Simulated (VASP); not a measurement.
Set up this calculation in VASP 6.6.1, as the native input.

```
Task                   : single point
Functional             : PBEsol
Potentials or basis    : VASP PAW PBE potentials, release 64 (Mo_sv)
Cutoff                 : 520 eV
k mesh                 : 18 × 18 × 18
Occupations            : gaussian, width 0.15 eV
Spin                   : no spin polarisation
Dipole correction      : no
Further INCAR settings : ALGO = Fast; EDIFF = 1e-06; NBANDS = 13
```

The structure of Mo lies in POSCAR:

```
Mo
1.0
    2.6671226373      0.0000000000      0.0000000000
   -1.3335613186      2.3097959589      0.0000000000
    0.0000000000      0.0000000000      2.4274216650
Mo
1
Direct
    0.0000000000      0.0000000000      0.5000000000
```

This isn't the form of Mo at room conditions, which is bcc.

This cell differs from its parent crystal: strain -0.025 along x and y, -0.050 along z.

The input as run:

INCAR

```
SYSTEM = Mo
PREC = Accurate
ENCUT = 520
EDIFF = 1E-6
ISMEAR = 0
SIGMA = 0.15
LREAL = .False.
LASPH = .True.
NELM = 100
ALGO = Fast
ISIF = 2
LWAVE = .False.
LCHARG = .True.
GGA = PS
LELF = .True.
LVHAR = .True.
NBANDS = 13
```

KPOINTS

```
regular mesh
0
Gamma
  18 18 18
  0 0 0
```

Potentials or basis: VASP PAW PBE potentials, release 64 (Mo_sv).

Command:

```sh
$ cat potpaw_PBE.64/Mo_sv/POTCAR > POTCAR
$ mpirun -np 1 vasp_std > vasp.out
```

Results of the run:

The pressure is 23.5 GPa. The band gap on the k mesh is zero (bands 7 and 8 overlap by 2.36 eV).

Caveat: the cell differs from its parent crystal (strain -0.025 along x and y, -0.050 along z); the cell stands under pressure; the PAW data sets were made with another functional, which shifts forces and pressure a little.

It took 52 s on 1 thread of Intel(R) Xeon(R) Platinum 8488C (Sapphire Rapids) (shared host), peak memory 0.17 GiB.
